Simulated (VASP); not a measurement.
Ta: single point with LDA

Ta:

```xyz
1
Lattice="-1.6978 1.6978 1.5620 1.6978 -1.6978 1.5620 1.6978 1.6978 -1.5620" Properties=species:S:1:pos:R:3 pbc="T T T"
Ta    0.0000    0.0000    0.0000
```

This cell differs from its parent crystal: ratio of the length along z to the lengths across it x 0.92, volume and fractional coordinates fixed.

```json
{"Program": "VASP 6.6.1", "Task": "single point", "Functional": "LDA", "Potentials or basis": "VASP PAW LDA potentials, release 64 (Ta_pv)", "Cutoff": "520 eV", "k mesh": "22 × 22 × 22", "Occupations": "methfessel-paxton, width 0.02 eV", "Spin": "no spin polarisation", "Dipole correction": "no", "Further INCAR settings": "ALGO = Fast; EDIFF = 1e-06; NBANDS = 12"}
```

```yaml
Pressure: -8.0 GPa
```

Stress tensor (GPa, compression positive):
```
-10.03   0.00   0.00
  0.00 -10.03   0.00
  0.00   0.00  -3.86
```

Levels at points of the mesh, in eV from the Fermi level:
| k point | band 1 | band 2 | band 3 | band 4 | band 5 | band 6 | band 7 | band 8 | band 9 | band 10 |
| --- | --- | --- | --- | --- | --- | --- | --- | --- | --- | --- |
| (0.00, 0.00, 0.00) | -32.91 | -32.91 | -32.89 | -7.85 | 0.00 | 1.10 | 1.10 | 3.09 | 4.60 | 14.62 |
| (0.50, 0.00, 0.00) | -34.10 | -33.31 | -32.96 | -4.36 | -1.92 | 1.96 | 3.83 | 5.55 | 7.72 | 11.84 |
| (0.50, 0.50, 0.00) | -34.11 | -33.22 | -32.87 | -4.42 | -0.80 | 1.34 | 2.84 | 4.34 | 7.57 | 11.34 |
| (0.50, 0.50, 0.50) | -33.80 | -33.80 | -33.59 | -3.94 | -3.72 | 6.68 | 6.68 | 7.04 | 8.04 | 8.04 |

Run time: 88 s on 1 thread of Intel Xeon 6975P-C (shared host), peak memory 0.28 GiB.

Caveat: spin-orbit coupling is left out, which moves the levels of the heavy elements.
